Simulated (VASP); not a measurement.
# PbS (P1) in VASP: single point with PBE

Aim: the single point of PbS with PBE.

Program: VASP 6.6.1. These are calculated values, not measurements. Logs are shortened: lines on timing, memory, paths and dates and some standing lists are left out, and cuts for length are marked.

### Step 1. The cell of the first run

The typed cell holds 16 atoms: a = 8.402 Å, b = 8.402 Å, c = 8.402 Å, α = 60.00°, β = 60.00°, γ = 60.00°.

### Step 2. Single point, PBE

The input, INCAR:

```
PREC = Accurate
ENCUT = 520
EDIFF = 1E-6
ISMEAR = -1
SIGMA = 0.052
LREAL = Auto
LASPH = True
NELM = 80
ALGO = Normal
ISIF = 2
LWAVE = False
LCHARG = False
GGA = PE
NBANDS = 94
```

The input, KPOINTS:

```
regular mesh
0
Gamma
  2 2 2
```

The input, POSCAR:

```
PbS
1.0
    0.0000000000      5.9411366537      5.9411366537
    5.9411366537      0.0000000000      5.9411366537
    5.9411366537      5.9411366537      0.0000000000
Pb S
8 8
Direct
   -0.0035978805      0.0002214223      0.0005008301
    0.0039150757     -0.0028575340      0.4951363975
    0.0010562794      0.4942322776      0.0023307829
    0.0069625566      0.5001144854      0.4932518255
    0.5083709862      0.0128742199     -0.0004565625
    0.4799707810      0.0104883970      0.5041730522
    0.4956994211      0.4899251052      0.0004881221
    0.5051986976      0.4804103434      0.5058741576
    0.2628203307      0.2653040305      0.2069052728
    0.2537100370      0.2640422349      0.7572385997
    0.2423008565      0.7598745431      0.2696984758
    0.2362580735      0.7487754885      0.7817979573
    0.7631699562      0.2802598387      0.2477992152
    0.7605240821      0.2517364247      0.7537603932
    0.7482849258      0.7636331673      0.2402121148
    0.7485991754      0.7606763257      0.7341955343
```

Potentials or basis: VASP PAW PBE potentials, release 64 (Pb_d, S).

Command:

```console
$ cat potpaw_PBE.64/Pb_d/POTCAR potpaw_PBE.64/S/POTCAR > POTCAR
$ mpirun -np 1 vasp_std > vasp.out
```

OUTCAR:

```text
PREC = Accurate
   ENCUT = 520
   EDIFF = 1E-6
   ISMEAR = -1
   LREAL = Auto
   LASPH = True
   NELM = 80
   ISIF = 2
   GGA = PE

 ion  position               nearest neighbor table
   1  0.996  0.000  0.001-  12 2.80  14 2.87  15 2.88  11 3.07  10 3.10  13 3.15   5 4.05   6 4.12

   2  0.004  0.997  0.495-  11 2.75  13 2.92  16 2.92  14 3.05  12 3.09   9 3.14   6 4.10   8 4.13

   3  0.001  0.494  0.002-  13 2.69   9 2.78  10 2.83  12 2.92  15 3.02  16 3.09   7 4.13
   4  0.007  0.500  0.493-  14 2.94  11 2.95  16 2.98  10 3.04  15 3.04   9 3.10   6 4.05   7 4.12

   5  0.508  0.013  1.000-   9 2.74  15 2.86  14 2.92  10 2.95  16 3.08  11 3.09   7 3.96   8 4.04
                             1 4.05   6 4.12
   6  0.480  0.010  0.504-  16 2.97  12 3.01  10 3.02  15 3.04   9 3.07  13 3.29   4 4.05   8 4.07
                             2 4.10   5 4.12   1 4.12   7 4.13
   7  0.496  0.490  0.000-   9 2.72  12 2.85  14 2.89  13 3.09  16 3.11  11 3.21   5 3.96   4 4.12
                             3 4.13   6 4.13
   8  0.505  0.480  0.506-  13 2.74  10 2.79  11 2.98  14 3.00  15 3.13  12 3.23   5 4.04   6 4.07
                             2 4.13
   9  0.263  0.265  0.207-   7 2.72   5 2.74   3 2.78   6 3.07   4 3.10   2 3.14
  10  0.254  0.264  0.757-   8 2.79   3 2.83   5 2.95   6 3.02   4 3.04   1 3.10
  11  0.242  0.760  0.270-   2 2.75   4 2.95   8 2.98   1 3.07   5 3.09   7 3.21
  12  0.236  0.749  0.782-   1 2.80   7 2.85   3 2.92   6 3.01   2 3.09   8 3.23
  13  0.763  0.280  0.248-   3 2.69   8 2.74   2 2.92   7 3.09   1 3.15   6 3.29
  14  0.761  0.252  0.754-   1 2.87   7 2.89   5 2.92   4 2.94   8 3.00   2 3.05
  15  0.748  0.764  0.240-   5 2.86   1 2.88   3 3.02   6 3.04   4 3.04   8 3.13
  16  0.749  0.761  0.734-   2 2.92   6 2.97   4 2.98   5 3.08   3 3.09   7 3.11

  LATTYP: Found a face centered cubic cell.
 ALAT       =    11.8822733074

  Lattice vectors:

 A1 = (   0.0000000000,   5.9411366537,   5.9411366537)
 A2 = (   5.9411366537,   0.0000000000,   5.9411366537)
 A3 = (   5.9411366537,   5.9411366537,   0.0000000000)

Analysis of symmetry for initial positions (statically):
=====================================================================
 Subroutine PRICEL returns:
 Original cell was already a primitive cell.

 Routine SETGRP: Setting up the symmetry group for a
 face centered cubic supercell.

 Subroutine GETGRP returns: Found  1 space group operations
 (whereof  1 operations were pure point group operations)
 out of a pool of 48 trial point group operations.

The static configuration has the point symmetry C_1 .

Analysis of symmetry for dynamics (positions and initial velocities):
=====================================================================
 Subroutine PRICEL returns:
 Original cell was already a primitive cell.

 Routine SETGRP: Setting up the symmetry group for a
 face centered cubic supercell.

 Subroutine GETGRP returns: Found  1 space group operations
 (whereof  1 operations were pure point group operations)
 out of a pool of 48 trial point group operations.

The dynamic configuration has the point symmetry C_1 .

 Subroutine INISYM returns: Found  1 space group operations
 (whereof  1 operations are pure point group operations),
 and found     1 'primitive' translations

----------------------------------------------------------------------------------------

                                     Primitive cell

  volume of cell :     419.4098

  direct lattice vectors                    reciprocal lattice vectors
     0.000000000  5.941136654  5.941136654    -0.084158980  0.084158980  0.084158980
     5.941136654  0.000000000  5.941136654     0.084158980 -0.084158980  0.084158980
     5.941136654  5.941136654  0.000000000     0.084158980  0.084158980 -0.084158980

  length of vectors
     8.402036032  8.402036032  8.402036032     0.145767629  0.145767629  0.145767629

  position of ions in fractional coordinates (direct lattice)
     0.996402119  0.000221422  0.000500830
     0.003915076  0.997142466  0.495136397
     0.001056279  0.494232278  0.002330783
     0.006962557  0.500114485  0.493251826
     0.508370986  0.012874220  0.999543438
     0.479970781  0.010488397  0.504173052
[... 8 lines left out ...]
     0.748284926  0.763633167  0.240212115
     0.748599175  0.760676326  0.734195534

  ion indices of the primitive-cell ions
   primitive index   ion index
                 1           1
                 2           2
                 3           3
                 4           4
                 5           5
                 6           6
[... 8 lines left out ...]
                15          15
                16          16

----------------------------------------------------------------------------------------

 KPOINTS: regular mesh

Automatic generation of k-mesh.
 Grid dimensions read from file:
 generate k-points for:    2    2    2

 Generating k-lattice:

  Cartesian coordinates                     Fractional coordinates (reciprocal lattice)
    -0.042079490  0.042079490  0.042079490     0.500000000  0.000000000  0.000000000
     0.042079490 -0.042079490  0.042079490     0.000000000  0.500000000  0.000000000
     0.042079490  0.042079490 -0.042079490     0.000000000  0.000000000  0.500000000

  Length of vectors
     0.072883815  0.072883815  0.072883815

  Shift w.r.t. Gamma in fractional coordinates (k-lattice)
     0.000000000  0.000000000  0.000000000

 Subroutine IBZKPT returns following result:
 ===========================================

 Found      8 irreducible k-points:

 Following reciprocal coordinates:
            Coordinates               Weight
  0.000000  0.000000  0.000000      1.000000
  0.500000  0.000000  0.000000      1.000000
  0.000000  0.500000  0.000000      1.000000
  0.000000  0.000000  0.500000      1.000000
  0.500000  0.500000  0.500000      1.000000
  0.500000  0.500000  0.000000      1.000000
  0.000000  0.500000  0.500000      1.000000
  0.500000  0.000000  0.500000      1.000000
   k-points           NKPTS =      8   k-points in BZ     NKDIM =      8   number of bands    NBANDS=     94
   number of dos      NEDOS =    301   number of ions     NIONS =     16
   total plane-waves  NPLWV = 262144
   dimension x,y,z NGX =    64 NGY =   64 NGZ =   64
   dimension x,y,z NGXF=   128 NGYF=  128 NGZF=  128
   ions per type =               8   8
   NGX,Y,Z   is equivalent  to a cutoff of  12.66, 12.66, 12.66 a.u.
   NGXF,Y,Z  is equivalent  to a cutoff of  25.33, 25.33, 25.33 a.u.
 SYSTEM =  unknown system
   PREC   = accura    normal or accurate (medium, high low for compatibility)
   ISTART =      0    job   : 0-new  1-cont  2-samecut
   ICHARG =      2    charge: 1-file 2-atom 10-const
   ISPIN  =      1    spin polarized calculation?
   LNONCOLLINEAR =      F non collinear calculations
   LSORBIT =      F    spin-orbit coupling
   LASPH  =      T    aspherical Exc in radial PAW
   ENCUT  =  520.0 eV  38.22 Ry    6.18 a.u.  15.62 15.62 15.62*2*pi/ulx,y,z
   NELM   =     80;   NELMIN=  2; NELMDL= -5     # of ELM steps
   EDIFF  = 0.1E-05   stopping-criterion for ELM
   LREAL  =      T    real-space projection
   EDIFFG = 0.1E-04   stopping-criterion for IOM
   NSW    =      0    number of steps for IOM
   IBRION =     -1    ionic relax: 0-MD 1-quasi-New 2-CG
   NFREE  =      0    steps in history (QN), initial steepest desc. (CG)
   ISIF   =      2    stress and relaxation
   ISYM   =      2    0-nonsym 1-usesym 2-fastsym
   POTIM  = 0.5000    time-step for ionic-motion
   TEBEG  =    0.0;   TEEND  =   0.0 temperature during run
   PSTRESS=    0.0 pullay stress
   NELECT =     160.0000    total number of electrons
   NUPDOWN=      -1.0000    fix difference up-down
   EMIN   =  10.00;   EMAX   =-10.00  energy-range for DOS
   EFERMI =   0.00;   METHOD = LEGACY
   ISMEAR =    -1;   SIGMA  =   0.05  broadening in eV -4-tet -1-fermi 0-gaus
   EFERMI_NEDOS =   21; number of points for ismear=-14 and -15
   IALGO  =     38    algorithm
   IMIX   =      4    mixing-type and parameters
     AMIX     =   0.40;   BMIX     =  1.00
     AMIX_MAG =   1.60;   BMIX_MAG =  1.00
  volume/ion in A,a.u.               =      26.21       176.89
  Fermi-wavevector in a.u.,A,eV,Ry     =   1.187322  2.243714 19.180598  1.409734
  Thomas-Fermi vector in A             =   2.323476
   LORBIT       =      0    0 simple, 1 ext, 2 COOP (PROOUT), +10 PAW based schemes
   GGA     = PE    functional components
   LHFCALC =     F    Hartree Fock is set to
   AEXX    =    0.0000 exact exchange contribution
   IVDW    =     0    specifies the selected vdW correction
   LEPSILON=     F    determine dielectric tensor
   LRPA    =     F    only Hartree local field effects (RPA)
 non-spin polarized calculation
  energy-cutoff  :      520.00
  volume of cell :      419.41
 maximum number of plane-waves:     11311
 NGX is ok and might be reduce to    64
   NGX = 31   NGY = 31   NGZ = 31

 number of electron     160.0000001 magnetization

 Free energy of the ion-electron system (eV)
  ---------------------------------------------------
  ext. energy  EPLUGINS =         0.00000000
  ---------------------------------------------------
  free energy    TOTEN  =       -69.42133698 eV

  energy without entropy =      -69.41834632  energy(sigma->0) =      -69.41984165

 E-fermi :   5.9371     XC(G=0):  -9.6511

 val. band max:        5.7170085906   @ k =   0.0000   0.0000   0.0000
 cond. band min:       6.1540827624   @ k =   0.0000   0.0000   0.0000
 fundamental gap:      0.4370741718
 Fermi energy:         5.9371196187

 k-point     1 :       0.0000    0.0000    0.0000
  band No.  band energies     occupation
      1     -11.3025      2.00000
      2     -11.2998      2.00000
      3     -11.2720      2.00000
      4     -11.2675      2.00000
      5     -11.2572      2.00000
      6     -11.2222      2.00000
[... 84 lines left out ...]
     91       7.8941      0.00000
     92       7.9857      0.00000

 k-point     2 :       0.5000    0.0000    0.0000
  band No.  band energies     occupation
      1     -11.2922      2.00000
      2     -11.2841      2.00000
      3     -11.2696      2.00000
      4     -11.2656      2.00000
      5     -11.2528      2.00000
      6     -11.2005      2.00000
[... 654 lines left out ...]
     91       8.4517      0.00000
     92       8.5571      0.00000
 [bands above 92 left out]

------------------------ aborting loop because EDIFF is reached ----------------------------------------

  FORCE on cell =-STRESS in cart. coord.  units (eV):
  Direction    XX          YY          ZZ          XY          YZ          ZX
  --------------------------------------------------------------------------------------
  -------------------------------------------------------------------------------------
  Total        7.8420144      5.6997533      8.1650663      0.4449698     -0.1604076     -0.1622019
  in kB       29.9570880     21.7734888     31.1911706      1.6998184     -0.6127693     -0.6196237
  external PRESSURE =      27.6405825 kB  Pullay stress =       0.0000000 kB

 VOLUME and BASIS-vectors are now :
 -----------------------------------------------------------------------------
  energy-cutoff  :      520.00
  volume of cell :      419.41
      direct lattice vectors                 reciprocal lattice vectors
     0.000000000  5.941136654  5.941136654    -0.084158980  0.084158980  0.084158980
     5.941136654  0.000000000  5.941136654     0.084158980 -0.084158980  0.084158980
     5.941136654  5.941136654  0.000000000     0.084158980  0.084158980 -0.084158980

 POSITION                                       TOTAL-FORCE (eV/Angst)
 -----------------------------------------------------------------------------------
      0.00429      5.92274      5.92108         0.037496      0.315936     -0.124032
      8.86583      2.96493      5.94742         0.036155      0.058370     -0.347007
      2.95015      0.02012      2.94258         0.210100     -0.623720      0.352104
      5.90173      2.97184      3.01261         0.408232     -0.137831      0.110134
      6.01491      8.95873      3.09679        -0.752718      0.014838     -0.441002
      3.05767      5.84693      2.91388        -0.284183      0.537193     -0.194994
[... 8 lines left out ...]
      5.96398      5.87280      8.98251         0.425726      0.412116      0.086142
      8.88124      8.80949      8.96681        -0.220029     -0.274296      0.229553
 -----------------------------------------------------------------------------------
    total drift:                                0.005057     -0.003650     -0.001428

  FREE ENERGIE OF THE ION-ELECTRON SYSTEM (eV)
  ---------------------------------------------------
  free  energy   TOTEN  =       -69.4213369822 eV

  energy  without entropy=      -69.4183463163  energy(sigma->0) =      -69.41984165
```

Wall time 6.5 min (1 thread of Intel Xeon Platinum 8488C (Sapphire Rapids), shared host); peak memory 0.63 GiB.

What came out:

- Free energy: -69.4213 eV
- Pressure: 2.8 GPa
- Largest force: 1.128 eV/Å
- Band gap on the k mesh: 0.44 eV

Forces in eV/Å, atoms in the order of the input:
```
Pb   0.037  0.316 -0.124
Pb   0.036  0.058 -0.347
Pb   0.210 -0.624  0.352
Pb   0.408 -0.138  0.110
Pb  -0.753  0.015 -0.441
Pb  -0.284  0.537 -0.195
Pb   0.195  0.031  0.744
Pb   0.402 -0.218  0.403
S    0.651  0.529 -0.488
S   -0.480 -0.325 -0.216
S   -0.437 -0.030  0.081
S   -0.163 -0.177  0.879
S   -0.277  0.055 -1.092
S    0.248 -0.166  0.019
S    0.426  0.412  0.086
S   -0.220 -0.274  0.230
```

Stress tensor (GPa, compression positive):
```
 3.00  0.17 -0.06
 0.17  2.18 -0.06
-0.06 -0.06  3.12
```

Caveat: the k points lie up to 0.46 Å⁻¹ apart; spin-orbit coupling is left out, which moves the levels of the heavy elements; forces of over 1 eV/Å act on the atoms, so gaps and moduli don't describe the material at rest.
